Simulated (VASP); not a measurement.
# Li (P-1) in VASP: electric field gradients with PBE

Aim: the electric field gradients of Li with PBE.

Everything below comes from runs of VASP 6.6.1. Logs are shortened: lines on timing, memory, paths and dates and some standing lists are left out, and cuts for length are marked.

## 1. The cell of the first run

The typed cell holds 3 atoms: a = 7.849 Å, b = 7.781 Å, c = 7.762 Å, α = 22.81°, β = 23.11°, γ = 22.88°.

## 2. Electric field gradients, PBE (equal xy, yz and zx shear strains of +2 %)

INCAR

```
SYSTEM = Li
  ALGO = Normal
  EDIFF = 1E-8
  ENCUT = 520
  GGA = PE
  ISIF = 2
  ISMEAR = -1
  LASPH = .TRUE.
  LCHARG = .FALSE.
  LEFG = .TRUE.
  LREAL = .FALSE.
  LWAVE = .FALSE.
  NBANDS = 12
  NELM = 100
  PREC = Accurate
  SIGMA = 0.05
```

KPOINTS

```
k-points
0
G
  12 12 12
  0 0 0
```

POSCAR

```
Li
1.0
    1.6353337756      0.9865689849      7.6127567996
   -1.4656641558      0.9555590055      7.5817468203
    0.0579793801     -1.7144789905      7.5703963801
Li
3
Direct
    0.0000000000      0.0000000000      0.0000000000
    0.2220000000      0.2220000000      0.2220000000
    0.7780000000      0.7780000000      0.7780000000
```

Potentials or basis: VASP PAW PBE potentials, release 64 (Li_sv).

Launch:

```
$ cat potpaw_PBE.64/Li_sv/POTCAR > POTCAR
$ mpirun -np 1 vasp_std > vasp.out
```

OUTCAR:

```text
SYSTEM = Li
   EDIFF = 1E-8
   ENCUT = 520
   GGA = PE
   ISIF = 2
   ISMEAR = -1
   LASPH = .TRUE.
   LREAL = .FALSE.
   NELM = 100
   PREC = Accurate

 ion  position               nearest neighbor table
   1  0.000  0.000  0.000-
   2  0.222  0.222  0.222-
   3  0.778  0.778  0.778-

  LATTYP: Found a triclinic cell.
 ALAT       =     3.1013080157
 B/A-ratio  =     0.9912599912
 C/A-ratio  =     2.6813171063
 COS(alpha) =     0.0024068803
 COS(beta)  =     0.3589379743
 COS(gamma) =     0.4868514561

  Lattice vectors:

 A1 = (   3.1009979314,   0.0310099794,   0.0310099793)
 A2 = (   1.5236435359,  -2.6700379960,  -0.0113504402)
 A3 = (   3.0430185513,   1.7454889699,  -7.5393864008)

Analysis of symmetry for initial positions (statically):
=====================================================================
 Subroutine PRICEL returns:
 Original cell was already a primitive cell.

 Routine SETGRP: Setting up the symmetry group for a
 triclinic supercell.

 Subroutine GETGRP returns: Found  2 space group operations
 (whereof  2 operations were pure point group operations)
 out of a pool of  2 trial point group operations.

The static configuration has the point symmetry S_2 .

Analysis of symmetry for dynamics (positions and initial velocities):
=====================================================================
 Subroutine PRICEL returns:
 Original cell was already a primitive cell.

 Routine SETGRP: Setting up the symmetry group for a
 triclinic supercell.

 Subroutine GETGRP returns: Found  2 space group operations
 (whereof  2 operations were pure point group operations)
 out of a pool of  2 trial point group operations.

The dynamic configuration has the point symmetry S_2 .

 Subroutine INISYM returns: Found  2 space group operations
 (whereof  2 operations are pure point group operations),
 and found     1 'primitive' translations

----------------------------------------------------------------------------------------

                                     Primitive cell

  volume of cell :      63.1755

  direct lattice vectors                    reciprocal lattice vectors
     1.635333776  0.986568985  7.612756800     0.320261943  0.182590481  0.038898750
    -1.465664156  0.955559005  7.581746820    -0.324819467  0.188977426  0.045285694
     0.057979380 -1.714478990  7.570396380     0.003252495 -0.372872935  0.047623478

  length of vectors
     7.848675112  7.781012099  7.762325758     0.370702183  0.378511489  0.375915949

  position of ions in fractional coordinates (direct lattice)
     0.000000000  0.000000000  0.000000000
     0.222000000  0.222000000  0.222000000
     0.778000000  0.778000000  0.778000000

  ion indices of the primitive-cell ions
   primitive index   ion index
                 1           1
                 2           2
                 3           3

----------------------------------------------------------------------------------------

 KPOINTS: k-points

Automatic generation of k-mesh.
 Grid dimensions read from file:
 generate k-points for:   12   12   12

 Generating k-lattice:

  Cartesian coordinates                     Fractional coordinates (reciprocal lattice)
     0.026688495  0.015215873  0.003241562     0.083333333  0.000000000 -0.000000000
    -0.027068289  0.015748119  0.003773808     0.000000000  0.083333333  0.000000000
     0.000271041 -0.031072745  0.003968623     0.000000000  0.000000000  0.083333333

  Length of vectors
     0.030891849  0.031542624  0.031326329

  Shift w.r.t. Gamma in fractional coordinates (k-lattice)
     0.000000000  0.000000000  0.000000000

 Subroutine IBZKPT returns following result:
 ===========================================

 Found    868 irreducible k-points:

 Following reciprocal coordinates:
            Coordinates               Weight
  0.000000  0.000000  0.000000      1.000000
  0.083333 -0.000000 -0.000000      2.000000
  0.166667  0.000000  0.000000      2.000000
  0.250000 -0.000000  0.000000      2.000000
  0.333333 -0.000000 -0.000000      2.000000
  0.416667  0.000000  0.000000      2.000000
[... 16 lines left out ...]
  0.250000  0.166667  0.000000      2.000000
  0.333333  0.166667  0.000000      2.000000
 [... further k-points ...]
   k-points           NKPTS =    868   k-points in BZ     NKDIM =    868   number of bands    NBANDS=     12
   number of dos      NEDOS =    301   number of ions     NIONS =      3
   total plane-waves  NPLWV = 216000
   dimension x,y,z NGX =    60 NGY =   60 NGZ =   60
   dimension x,y,z NGXF=   120 NGYF=  120 NGZF=  120
   ions per type =               3
   NGX,Y,Z   is equivalent  to a cutoff of  12.71, 12.82, 12.85 a.u.
   NGXF,Y,Z  is equivalent  to a cutoff of  25.42, 25.64, 25.70 a.u.
 SYSTEM =  Li
   PREC   = accura    normal or accurate (medium, high low for compatibility)
   ISTART =      0    job   : 0-new  1-cont  2-samecut
   ICHARG =      2    charge: 1-file 2-atom 10-const
   ISPIN  =      1    spin polarized calculation?
   LNONCOLLINEAR =      F non collinear calculations
   LSORBIT =      F    spin-orbit coupling
   LASPH  =      T    aspherical Exc in radial PAW
   ENCUT  =  520.0 eV  38.22 Ry    6.18 a.u.  14.59 14.47 14.43*2*pi/ulx,y,z
   NELM   =    100;   NELMIN=  2; NELMDL= -5     # of ELM steps
   EDIFF  = 0.1E-07   stopping-criterion for ELM
   LREAL  =      F    real-space projection
   EDIFFG = 0.1E-06   stopping-criterion for IOM
   NSW    =      0    number of steps for IOM
   IBRION =     -1    ionic relax: 0-MD 1-quasi-New 2-CG
   NFREE  =      0    steps in history (QN), initial steepest desc. (CG)
   ISIF   =      2    stress and relaxation
   ISYM   =      2    0-nonsym 1-usesym 2-fastsym
   POTIM  = 0.5000    time-step for ionic-motion
   TEBEG  =    0.0;   TEEND  =   0.0 temperature during run
   PSTRESS=    0.0 pullay stress
   NELECT =       9.0000    total number of electrons
   NUPDOWN=      -1.0000    fix difference up-down
   EMIN   =  10.00;   EMAX   =-10.00  energy-range for DOS
   EFERMI =   0.00;   METHOD = LEGACY
   ISMEAR =    -1;   SIGMA  =   0.05  broadening in eV -4-tet -1-fermi 0-gaus
   EFERMI_NEDOS =   21; number of points for ismear=-14 and -15
   IALGO  =     38    algorithm
   IMIX   =      4    mixing-type and parameters
     AMIX     =   0.40;   BMIX     =  1.00
     AMIX_MAG =   1.60;   BMIX_MAG =  1.00
  volume/ion in A,a.u.               =      21.06       142.11
  Fermi-wavevector in a.u.,A,eV,Ry     =   0.855013  1.615741  9.946505  0.731047
  Thomas-Fermi vector in A             =   1.971698
   LORBIT       =      0    0 simple, 1 ext, 2 COOP (PROOUT), +10 PAW based schemes
   GGA     = PE    functional components
   LHFCALC =     F    Hartree Fock is set to
   AEXX    =    0.0000 exact exchange contribution
   IVDW    =     0    specifies the selected vdW correction
   LEPSILON=     F    determine dielectric tensor
   LRPA    =     F    only Hartree local field effects (RPA)
 non-spin polarized calculation
  energy-cutoff  :      520.00
  volume of cell :       63.18
 maximum number of plane-waves:      1722
   NGX = 29   NGY = 29   NGZ = 29

 number of electron       9.0000011 magnetization

 Free energy of the ion-electron system (eV)
  ---------------------------------------------------
  ext. energy  EPLUGINS =         0.00000000
  ---------------------------------------------------
  free energy    TOTEN  =        -5.72269353 eV

  energy without entropy =       -5.71133858  energy(sigma->0) =       -5.71701605

 E-fermi :   0.4968     XC(G=0):  -6.9520

 val. band max:        0.4961549833   @ k =   0.5000  -0.2500   0.2500
 cond. band min:       0.5010799765   @ k =   0.1667  -0.3333   0.2500
 fundamental gap:      0.0049249932
 Fermi energy:         0.4967871001

 k-point     1 :       0.0000    0.0000    0.0000
  band No.  band energies     occupation
      1     -46.0767      2.00000
      2     -46.0646      2.00000
      3     -46.0600      2.00000
      4      -2.9902      2.00000
      5      -1.0544      2.00000
      6      -1.0539      2.00000
      7       6.0497      0.00000
      8       6.0748      0.00000
      9      12.7853      0.00000
     10      13.0177      0.00000
     11      13.1635      0.00000
     12      13.2043      0.00000
[... 331 lines left out ...]
 k-point    24 :       0.3333    0.1667    0.0000
  band No.  band energies     occupation
      1     -46.0688      2.00000
      2     -46.0591      2.00000
      3     -46.0550      2.00000
      4      -1.6618      2.00000
      5      -0.2514      2.00000
      6       0.8897      0.00077
      7       5.4427      0.00000
      8       7.0369      0.00000
      9       7.5293      0.00000
     10       8.1337      0.00000
     11       8.5528      0.00000
     12      10.0785      0.00000

 [... further k-points ...]
[... 5 lines left out ...]
  --------------------------------------------------------------------------------------
  -------------------------------------------------------------------------------------
  Total       -0.2147230     -0.1860120     -0.2928909     -0.0770320     -0.0406283     -0.0494890
  in kB       -5.4455335     -4.7174011     -7.4279293     -1.9535882     -1.0303644     -1.2550789
  external PRESSURE =      -5.8636213 kB  Pullay stress =       0.0000000 kB

 VOLUME and BASIS-vectors are now :
 -----------------------------------------------------------------------------
  energy-cutoff  :      520.00
  volume of cell :       63.18
      direct lattice vectors                 reciprocal lattice vectors
     1.635333776  0.986568985  7.612756800     0.320261943  0.182590481  0.038898750
    -1.465664156  0.955559005  7.581746820    -0.324819467  0.188977426  0.045285694
     0.057979380 -1.714478990  7.570396380     0.003252495 -0.372872935  0.047623478

 POSITION                                       TOTAL-FORCE (eV/Angst)
 -----------------------------------------------------------------------------------
      0.00000      0.00000      0.00000        -0.000000      0.000000      0.000000
      0.05054      0.05054      5.05381         0.007476      0.000087      0.008706
      0.17711      0.17711     17.71109        -0.007476     -0.000087     -0.008706
 -----------------------------------------------------------------------------------
    total drift:                               -0.000000     -0.000000      0.000000

  FREE ENERGIE OF THE ION-ELECTRON SYSTEM (eV)
  ---------------------------------------------------
  free  energy   TOTEN  =        -5.7226935267 eV

  energy  without entropy=       -5.7113385823  energy(sigma->0) =       -5.71701605

 Electric field gradients (V/A^2)
---------------------------------------------------------------------
 ion       V_xx      V_yy      V_zz      V_xy      V_xz      V_yz
---------------------------------------------------------------------
   1      -0.066    -0.003     0.069    -0.075    -0.053    -0.026
   2      -0.038    -0.041     0.079    -0.043    -0.027    -0.027
   3      -0.038    -0.041     0.079    -0.043    -0.027    -0.027
---------------------------------------------------------------------

 Electric field gradients after diagonalization (V/A^2)
 (convention: |V_zz| > |V_xx| > |V_yy|)
----------------------------------------------------------------------
 ion       V_xx      V_yy      V_zz     asymmetry (V_yy - V_xx)/ V_zz
----------------------------------------------------------------------
   1       0.088     0.046    -0.133       0.313
   2       0.088     0.003    -0.091       0.933
   3       0.088     0.003    -0.091       0.933
----------------------------------------------------------------------

           NMR quadrupolar parameters

 Cq : quadrupolar parameter    Cq=e*Q*V_zz/h
 eta: asymmetry parameters     (V_yy - V_xx)/ V_zz
 Q  : nuclear electric quadrupole moment in mb (millibarn)
----------------------------------------------------------------------
 ion       Cq(MHz)       eta       Q (mb)
----------------------------------------------------------------------
   1      -0.000       0.313       1.000
   2      -0.000       0.933       1.000
   3      -0.000       0.933       1.000
----------------------------------------------------------------------
```

Wall time 61 min (1 thread of Intel Xeon 8259CL, shared host); peak memory 0.82 GiB.

Results:

```
Free energy                             : -5.7227 eV
Largest force                           : 0.011 eV/Å
Band gap on the k mesh                  : zero (an odd number of electrons rules out a gap without spin polarisation)
Largest electric field gradient by atom : Li -0.13, -0.09 (each value once) V/Å²
```

Forces in eV/Å, atoms in the order of the input:
```
Li   0.000  0.000  0.000
Li   0.007  0.000  0.009
Li  -0.007  0.000 -0.009
```

Levels at points of the mesh, in eV from the Fermi level:
| k point | band 3 | band 4 | band 5 | band 6 | band 7 | band 8 |
| --- | --- | --- | --- | --- | --- | --- |
| (0.00, 0.00, 0.00) | -46.56 | -3.49 | -1.55 | -1.55 | 5.55 | 5.58 |
| (0.50, 0.00, 0.00) | -46.55 | -0.11 | 0.71 | 1.11 | 3.52 | 3.71 |
| (0.00, 0.50, 0.00) | -46.55 | 0.04 | 0.91 | 1.09 | 3.69 | 3.90 |
| (0.50, 0.50, 0.00) | -46.55 | 0.22 | 0.39 | 1.14 | 3.22 | 4.21 |
| (0.00, 0.00, 0.50) | -46.55 | -0.01 | 0.86 | 0.96 | 3.54 | 3.89 |
| (0.50, 0.00, 0.50) | -46.55 | 0.31 | 0.43 | 1.22 | 3.25 | 4.38 |
| (0.00, 0.50, 0.50) | -46.55 | 0.23 | 0.24 | 1.12 | 2.93 | 4.39 |
| (0.50, 0.50, 0.50) | -46.55 | -3.00 | -2.99 | 0.03 | 2.83 | 10.26 |

Caveat: the cell differs from its parent crystal (equal xy, yz and zx shear strains of +2 %); the cutoff is under 1.25 times the usual one of these potentials, so pressure, stress and relaxed cells hold a basis-set (Pulay) error; without QUAD_EFG the Cq values of the log hold for a quadrupole moment of 1 mb, not for the nuclei.
